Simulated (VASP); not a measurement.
Wanted: the native input for a VASP 6.6.1 run.

```yaml
Task: relaxation of cell and atoms
Functional: PBE
Potentials_or_basis: VASP PAW PBE potentials, release 64 (Ti_sv, Al)
Cutoff: 600 eV
k_mesh: 10 × 10 × 10
Occupations: gaussian, width 0.1 eV
Spin: no spin polarisation
Dipole_correction: no
Further_INCAR_settings: ALGO = Fast; EDIFF = 1e-06; IBRION = 2; EDIFFG = -0.01; NSW = 80; ISIF = 3
```

The structure of TiAl3 lies in POSCAR:

```
TiAl3
1.0
    4.0533639932      0.0000000000      0.0000000000
    0.0000000000      4.0533639932      0.0000000000
    0.0000000000      0.0000000000      4.0533639932
Ti Al
1 3
Direct
    0.0000000000      0.0000000000      0.0000000000
    0.5000000000      0.0000000000      0.5000000000
    0.0000000000      0.5000000000      0.5000000000
    0.5000000000      0.5000000000      0.0000000000
```

One way to write it, as run:

INCAR

```
SYSTEM = TiAl3
ALGO = Fast
EDIFF = 1E-6
EDIFFG = -0.01
ENCUT = 600
GGA = PE
IBRION = 2
ISIF = 3
ISMEAR = 0
LASPH = .True.
LCHARG = .False.
LREAL = .False.
LWAVE = .False.
NELM = 80
NSW = 80
PREC = Accurate
SIGMA = 0.1
```

KPOINTS

```
k-points
0
Gamma
  10 10 10
  0 0 0
```

Potentials or basis: VASP PAW PBE potentials, release 64 (Ti_sv, Al).

Run with:

```console
$ cat potpaw_PBE.64/Ti_sv/POTCAR potpaw_PBE.64/Al/POTCAR > POTCAR
$ mpirun -np 1 vasp_std > vasp.out
```

It gave:

The relaxed volume is 15.75 Å³/atom and the relaxed cell is a = 3.979 Å, b = 3.979 Å, c = 3.979 Å, α = 90.00°, β = 90.00°, γ = 90.00°. The space group after relaxing (to 0.05 Å) is Pm-3m (No. 221) and the energy gained by relaxing is 15.3 meV/atom. The ionic steps are 3. The pressure after relaxing is 0.0 GPa.

It took 2.7 min on 1 thread of Intel(R) Xeon(R) 6975P-C (Granite Rapids), with other jobs on the host, peak memory 0.22 GiB.
